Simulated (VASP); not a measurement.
Write the native input for VASP 6.6.1 that does the following.

- Task: single point
- Functional: PBE
- Potentials or basis: VASP PAW PBE potentials, release 64 (Zn, In_d, C, N)
- Cutoff: 520 eV
- k mesh: 6 × 4 × 2
- Occupations: gaussian, width 0.1 eV
- Spin: no spin polarisation
- Dipole correction: no
- Further INCAR settings: ALGO = Normal; EDIFF = 1e-06; NBANDS = 30

The structure of ZnInC2N2 lies in POSCAR:

```
ZnInC2N2
1.0
    3.1277174559      0.7909545069     -0.2949536618
    1.9245289565      4.8143166394      0.4028500820
   -0.0816105544      3.1306831332      7.4274351989
Zn In C N
1 1 2 2
Direct
    0.5000000000      0.5000000000      0.5000000000
    0.0000000000      0.0000000000      0.0000000000
    0.9373537128      0.0528809812      0.2892930012
    0.0626462872      0.9471190188      0.7107069988
    0.6450358259      0.3440809044      0.2787812598
    0.3549641741      0.6559190956      0.7212187402
```

The input as run:

INCAR

```
SYSTEM = ZnInC2N2
ALGO = Normal
EDIFF = 1E-6
ENCUT = 520
GGA = PE
ISIF = 2
ISMEAR = 0
LASPH = .True.
LCHARG = .False.
LREAL = .False.
LWAVE = .False.
NBANDS = 30
NELM = 100
PREC = Accurate
SIGMA = 0.1
```

KPOINTS

```
k-points
0
Gamma
  6 4 2
  0 0 0
```

Potentials or basis: VASP PAW PBE potentials, release 64 (Zn, In_d, C, N).

The run is started by

```sh
$ cat potpaw_PBE.64/Zn/POTCAR potpaw_PBE.64/In_d/POTCAR potpaw_PBE.64/C/POTCAR potpaw_PBE.64/N/POTCAR > POTCAR
$ mpirun -np 1 vasp_std > vasp.out
```

It gave:

| Item | Value |
| --- | --- |
| Pressure | 0.4 GPa |
| Largest force | 0.238 eV/Å |
| Band gap on the k mesh | zero (an odd number of electrons rules out a gap without spin polarisation) |

Caveat: the k points lie up to 0.46 Å⁻¹ apart, too coarse for converged energies and pressures of a metal; spin-orbit coupling is left out, which moves the levels of the heavy elements.

It took 2.1 min on 1 thread of Intel(R) Xeon(R) 6975P-C (Granite Rapids), with other jobs on the host, peak memory 0.27 GiB.
